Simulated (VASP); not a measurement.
# Ba (P6_3/mmc) in VASP: single point with PBEsol

Aim: the single point of Ba with PBEsol.

Program: VASP 6.6.1. These are calculated values, not measurements. Logs are shortened: lines on timing, memory, paths and dates and some standing lists are left out, and cuts for length are marked.

### 1 The cell of the first run

It takes space group P6_3/mmc (No. 194, hexagonal). Conventional cell: a = 4.356 Å, b = 4.356 Å, c = 14.216 Å, α = 90.00°, β = 90.00°, γ = 120.00°. Ba (site symmetry -3m) has 12 Ba at 4.35 to 4.36 Å within 5.7 Å. Within 5.7 Å of Ba (site symmetry -6m2) lie 12 Ba at 4.35 to 4.36 Å.

### 2 Single point, PBEsol

Input file INCAR:

```
  ALGO = Normal
  EDIFF = 1E-6
  ENCUT = 520
  GGA = PS
  ISIF = 2
  ISMEAR = -1
  LASPH = T
  LCHARG = F
  LREAL = F
  LWAVE = F
  NBANDS = 28
  NELM = 60
  PREC = Accurate
  SIGMA = 0.1
```

Input file KPOINTS:

```
k-points
0
Gamma
  8 8 3
```

Input file POSCAR:

```
Ba
1.0
    4.3559690883      0.0000000000      0.0000000000
   -2.1779845441      3.7723798885      0.0000000000
    0.0000000000      0.0000000000     14.2155235159
Ba
4
Direct
    1.0000000000      0.0000000000      1.0000000000
    1.0000000000      0.0000000000      0.5000000000
    0.3333333333      0.6666666667      0.2500000000
    0.6666666667      0.3333333333      0.7500000000
```

Potentials or basis: VASP PAW PBE potentials, release 64 (Ba_sv).

Command:

```
cat potpaw_PBE.64/Ba_sv/POTCAR > POTCAR
mpirun -np 1 vasp_std > vasp.out
```

OUTCAR:

```text
EDIFF = 1E-6
   ENCUT = 520
   GGA = PS
   ISIF = 2
   ISMEAR = -1
   LASPH = T
   LREAL = F
   NELM = 60
   PREC = Accurate

 ion  position               nearest neighbor table
   1  0.000  0.000  0.000-   3 4.35   4 4.35   3 4.35   4 4.35   4 4.35   3 4.35
   2  0.000  0.000  0.500-   3 4.35   4 4.35   3 4.35   4 4.35   4 4.35   3 4.35
   3  0.333  0.667  0.250-   1 4.35   2 4.35   1 4.35   2 4.35   1 4.35   2 4.35
   4  0.667  0.333  0.750-   1 4.35   2 4.35   1 4.35   2 4.35   1 4.35   2 4.35

  LATTYP: Found a hexagonal cell.
 ALAT       =     4.3559690883
 C/A-ratio  =     3.2634583092

  Lattice vectors:

 A1 = (   4.3559690883,   0.0000000000,   0.0000000000)
 A2 = (  -2.1779845441,   3.7723798885,   0.0000000000)
 A3 = (   0.0000000000,   0.0000000000,  14.2155235159)

Analysis of symmetry for initial positions (statically):
=====================================================================
 Subroutine PRICEL returns:
 Original cell was already a primitive cell.

 Routine SETGRP: Setting up the symmetry group for a
 hexagonal supercell.

 Subroutine GETGRP returns: Found 24 space group operations
 (whereof 12 operations were pure point group operations)
 out of a pool of 24 trial point group operations.

The static configuration has the point symmetry D_3d.
 The point group associated with its full space group is D_6h.

Analysis of symmetry for dynamics (positions and initial velocities):
=====================================================================
 Subroutine PRICEL returns:
 Original cell was already a primitive cell.

 Routine SETGRP: Setting up the symmetry group for a
 hexagonal supercell.

 Subroutine GETGRP returns: Found 24 space group operations
 (whereof 12 operations were pure point group operations)
 out of a pool of 24 trial point group operations.

The dynamic configuration has the point symmetry D_3d.
 The point group associated with its full space group is D_6h.

 Subroutine INISYM returns: Found 24 space group operations
 (whereof 12 operations are pure point group operations),
 and found     1 'primitive' translations

----------------------------------------------------------------------------------------

                                     Primitive cell

  volume of cell :     233.5947

  direct lattice vectors                    reciprocal lattice vectors
     4.355969088  0.000000000  0.000000000     0.229570040  0.132542325  0.000000000
    -2.177984544  3.772379889  0.000000000     0.000000000  0.265084649  0.000000000
     0.000000000  0.000000000 14.215523516     0.000000000  0.000000000  0.070345633

  length of vectors
     4.355969088  4.355969088 14.215523516     0.265084649  0.265084649  0.070345633

  position of ions in fractional coordinates (direct lattice)
     0.000000000  0.000000000  0.000000000
     0.000000000  0.000000000  0.500000000
     0.333333333  0.666666667  0.250000000
     0.666666667  0.333333333  0.750000000

  ion indices of the primitive-cell ions
   primitive index   ion index
                 1           1
                 2           2
                 3           3
                 4           4

----------------------------------------------------------------------------------------

 KPOINTS: k-points

Automatic generation of k-mesh.
 Grid dimensions read from file:
 generate k-points for:    8    8    3

 Generating k-lattice:

  Cartesian coordinates                     Fractional coordinates (reciprocal lattice)
     0.028696255  0.016567791  0.000000000     0.125000000 -0.000000000  0.000000000
     0.000000000  0.033135581  0.000000000     0.000000000  0.125000000  0.000000000
     0.000000000  0.000000000  0.023448544     0.000000000  0.000000000  0.333333333

  Length of vectors
     0.033135581  0.033135581  0.023448544

  Shift w.r.t. Gamma in fractional coordinates (k-lattice)
     0.000000000  0.000000000  0.000000000

 Subroutine IBZKPT returns following result:
 ===========================================

 Found     20 irreducible k-points:

 Following reciprocal coordinates:
            Coordinates               Weight
  0.000000  0.000000  0.000000      1.000000
  0.125000 -0.000000  0.000000      6.000000
  0.250000 -0.000000  0.000000      6.000000
  0.375000  0.000000  0.000000      6.000000
  0.500000 -0.000000  0.000000      3.000000
  0.125000  0.125000  0.000000      6.000000
[... 12 lines left out ...]
  0.250000  0.250000  0.333333     12.000000
  0.375000  0.250000  0.333333     12.000000
   k-points           NKPTS =     20   k-points in BZ     NKDIM =     20   number of bands    NBANDS=     28
   number of dos      NEDOS =    301   number of ions     NIONS =      4
   total plane-waves  NPLWV = 110592
   dimension x,y,z NGX =    32 NGY =   32 NGZ =  108
   dimension x,y,z NGXF=    64 NGYF=   64 NGZF=  216
   ions per type =               4
   NGX,Y,Z   is equivalent  to a cutoff of  12.21, 12.21, 12.63 a.u.
   NGXF,Y,Z  is equivalent  to a cutoff of  24.43, 24.43, 25.26 a.u.
 SYSTEM =  unknown system
   PREC   = accura    normal or accurate (medium, high low for compatibility)
   ISTART =      0    job   : 0-new  1-cont  2-samecut
   ICHARG =      2    charge: 1-file 2-atom 10-const
   ISPIN  =      1    spin polarized calculation?
   LNONCOLLINEAR =      F non collinear calculations
   LSORBIT =      F    spin-orbit coupling
   LASPH  =      T    aspherical Exc in radial PAW
   ENCUT  =  520.0 eV  38.22 Ry    6.18 a.u.   8.10  8.10 26.43*2*pi/ulx,y,z
   NELM   =     60;   NELMIN=  2; NELMDL= -5     # of ELM steps
   EDIFF  = 0.1E-05   stopping-criterion for ELM
   LREAL  =      F    real-space projection
   EDIFFG = 0.1E-04   stopping-criterion for IOM
   NSW    =      0    number of steps for IOM
   IBRION =     -1    ionic relax: 0-MD 1-quasi-New 2-CG
   NFREE  =      0    steps in history (QN), initial steepest desc. (CG)
   ISIF   =      2    stress and relaxation
   ISYM   =      2    0-nonsym 1-usesym 2-fastsym
   POTIM  = 0.5000    time-step for ionic-motion
   TEBEG  =    0.0;   TEEND  =   0.0 temperature during run
   PSTRESS=    0.0 pullay stress
   NELECT =      40.0000    total number of electrons
   NUPDOWN=      -1.0000    fix difference up-down
   EMIN   =  10.00;   EMAX   =-10.00  energy-range for DOS
   EFERMI =   0.00;   METHOD = LEGACY
   ISMEAR =    -1;   SIGMA  =   0.10  broadening in eV -4-tet -1-fermi 0-gaus
   EFERMI_NEDOS =   21; number of points for ismear=-14 and -15
   IALGO  =     38    algorithm
   IMIX   =      4    mixing-type and parameters
     AMIX     =   0.40;   BMIX     =  1.00
     AMIX_MAG =   1.60;   BMIX_MAG =  1.00
  volume/ion in A,a.u.               =      58.40       394.09
  Fermi-wavevector in a.u.,A,eV,Ry     =   0.909091  1.717932 11.244475  0.826446
  Thomas-Fermi vector in A             =   2.033094
   LORBIT       =      0    0 simple, 1 ext, 2 COOP (PROOUT), +10 PAW based schemes
   GGA     = PS    functional components
   LHFCALC =     F    Hartree Fock is set to
   AEXX    =    0.0000 exact exchange contribution
   IVDW    =     0    specifies the selected vdW correction
   LEPSILON=     F    determine dielectric tensor
   LRPA    =     F    only Hartree local field effects (RPA)
 non-spin polarized calculation
  energy-cutoff  :      520.00
  volume of cell :      233.59
 maximum number of plane-waves:      6314
   NGX = 17   NGY = 17   NGZ = 53

 number of electron      40.0000002 magnetization

 Free energy of the ion-electron system (eV)
  ---------------------------------------------------
  ext. energy  EPLUGINS =         0.00000000
  ---------------------------------------------------
  free energy    TOTEN  =        -8.63797745 eV

  energy without entropy =       -8.41958822  energy(sigma->0) =       -8.52878283

 E-fermi :   1.8200     XC(G=0):  -7.7547

 val. band max:        1.8125299692   @ k =   0.5000  -0.0000   0.3333
 cond. band min:       1.8405825509   @ k =   0.3750   0.0000   0.3333
 fundamental gap:      0.0280525818
 Fermi energy:         1.8200016279

 k-point     1 :       0.0000    0.0000    0.0000
  band No.  band energies     occupation
      1     -26.9138      2.00000
      2     -26.8888      2.00000
      3     -26.8818      2.00000
      4     -26.8566      2.00000
      5     -12.3953      2.00000
      6     -12.1123      2.00000
[... 20 lines left out ...]
     27       3.5973      0.00000
     28       3.6733      0.00000

 k-point     2 :       0.1250   -0.0000    0.0000
  band No.  band energies     occupation
      1     -26.9064      2.00000
      2     -26.8833      2.00000
      3     -26.8764      2.00000
      4     -26.8530      2.00000
      5     -12.3665      2.00000
      6     -12.1222      2.00000
[... 20 lines left out ...]
     27       3.7569      0.00000
     28       3.7899      0.00000

 k-point     3 :       0.2500   -0.0000    0.0000
  band No.  band energies     occupation
      1     -26.8880      2.00000
      2     -26.8701      2.00000
      3     -26.8631      2.00000
      4     -26.8451      2.00000
      5     -12.2923      2.00000
      6     -12.1963      2.00000
[... 20 lines left out ...]
     27       3.6560      0.00000
     28       3.7904      0.00000

 k-point     4 :       0.3750    0.0000    0.0000
  band No.  band energies     occupation
      1     -26.8676      2.00000
      2     -26.8567      2.00000
      3     -26.8498      2.00000
      4     -26.8389      2.00000
      5     -12.3270      2.00000
      6     -12.3248      2.00000
[... 20 lines left out ...]
     27       3.6149      0.00000
     28       3.6275      0.00000

 k-point     5 :       0.5000   -0.0000    0.0000
  band No.  band energies     occupation
      1     -26.8576      2.00000
      2     -26.8512      2.00000
      3     -26.8443      2.00000
      4     -26.8378      2.00000
      5     -12.3866      2.00000
      6     -12.3773      2.00000
[... 20 lines left out ...]
     27       3.5736      0.00000
     28       3.7328      0.00000

 k-point     6 :       0.1250    0.1250    0.0000
  band No.  band energies     occupation
      1     -26.8935      2.00000
      2     -26.8740      2.00000
      3     -26.8670      2.00000
      4     -26.8473      2.00000
      5     -12.3135      2.00000
      6     -12.1616      2.00000
[... 339 lines left out ...]
      5     -12.2746      2.00000
      6     -12.2522      2.00000
[... 20 lines left out ...]
     27       3.3293      0.00000
     28       3.4428      0.00000

 k-point    18 :       0.3750    0.1250    0.3333
  band No.  band energies     occupation
      1     -26.8565      2.00000
      2     -26.8536      2.00000
      3     -26.8419      2.00000
      4     -26.8389      2.00000
      5     -12.3388      2.00000
      6     -12.3290      2.00000
[... 20 lines left out ...]
     27       3.2767      0.00000
     28       3.4758      0.00000

 k-point    19 :       0.2500    0.2500    0.3333
  band No.  band energies     occupation
      1     -26.8566      2.00000
      2     -26.8536      2.00000
      3     -26.8419      2.00000
      4     -26.8388      2.00000
      5     -12.2842      2.00000
      6     -12.2786      2.00000
[... 20 lines left out ...]
     27       2.9551      0.00002
     28       3.1507      0.00000

 k-point    20 :       0.3750    0.2500    0.3333
  band No.  band energies     occupation
      1     -26.8486      2.00000
      2     -26.8478      2.00000
      3     -26.8398      2.00000
      4     -26.8390      2.00000
      5     -12.2929      2.00000
      6     -12.2876      2.00000
[... 20 lines left out ...]
     27       3.0141      0.00001
     28       3.1084      0.00001

------------------------ aborting loop because EDIFF is reached ----------------------------------------

  FORCE on cell =-STRESS in cart. coord.  units (eV):
  Direction    XX          YY          ZZ          XY          YZ          ZX
  --------------------------------------------------------------------------------------
  -------------------------------------------------------------------------------------
  Total        0.1544884      0.1544884      0.1416907      0.0000000      0.0000000      0.0000000
  in kB        1.0596036      1.0596036      0.9718270      0.0000000      0.0000000      0.0000000
  external PRESSURE =       1.0303448 kB  Pullay stress =       0.0000000 kB

 VOLUME and BASIS-vectors are now :
 -----------------------------------------------------------------------------
  energy-cutoff  :      520.00
  volume of cell :      233.59
      direct lattice vectors                 reciprocal lattice vectors
     4.355969088  0.000000000  0.000000000     0.229570040  0.132542325  0.000000000
    -2.177984544  3.772379889  0.000000000     0.000000000  0.265084649  0.000000000
     0.000000000  0.000000000 14.215523516     0.000000000  0.000000000  0.070345633

 POSITION                                       TOTAL-FORCE (eV/Angst)
 -----------------------------------------------------------------------------------
      0.00000      0.00000      0.00000        -0.000000      0.000000      0.000000
      0.00000      0.00000      7.10776        -0.000000      0.000000      0.000000
     -0.00000      2.51492      3.55388        -0.000000      0.000000      0.000000
      2.17798      1.25746     10.66164         0.000000      0.000000     -0.000000
 -----------------------------------------------------------------------------------
    total drift:                                0.000000      0.000000     -0.000000

  FREE ENERGIE OF THE ION-ELECTRON SYSTEM (eV)
  ---------------------------------------------------
  free  energy   TOTEN  =        -8.6379774536 eV

  energy  without entropy=       -8.4195882161  energy(sigma->0) =       -8.52878283
```

Wall time 84 s (1 thread of Intel Xeon Platinum 8259CL at 2.50GHz (Skylake/Cascade Lake), shared host); peak memory 0.36 GiB.

What came out:

| Item | Value |
| --- | --- |
| Free energy | -8.6380 eV |
| Pressure | 0.1 GPa |
| Band gap on the k mesh | zero (band 20 reaches 1.97 eV, above the bottom of band 21 at 1.74 eV) |

Levels at points of the mesh, in eV from the Fermi level:
| k point | band 17 | band 18 | band 19 | band 20 | band 21 | band 22 | band 23 | band 24 |
| --- | --- | --- | --- | --- | --- | --- | --- | --- |
| (0.00, 0.00, 0.00) | -2.83 | -1.81 | -1.80 | -1.01 | 1.04 | 1.08 | 1.31 | 1.71 |
| (0.50, 0.00, 0.00) | -0.98 | -0.92 | -0.55 | -0.39 | 0.11 | 0.13 | 0.30 | 0.99 |

Caveat: the PAW data sets were made with another functional, which shifts forces and pressure a little; spin-orbit coupling is left out, which moves the levels of the heavy elements.
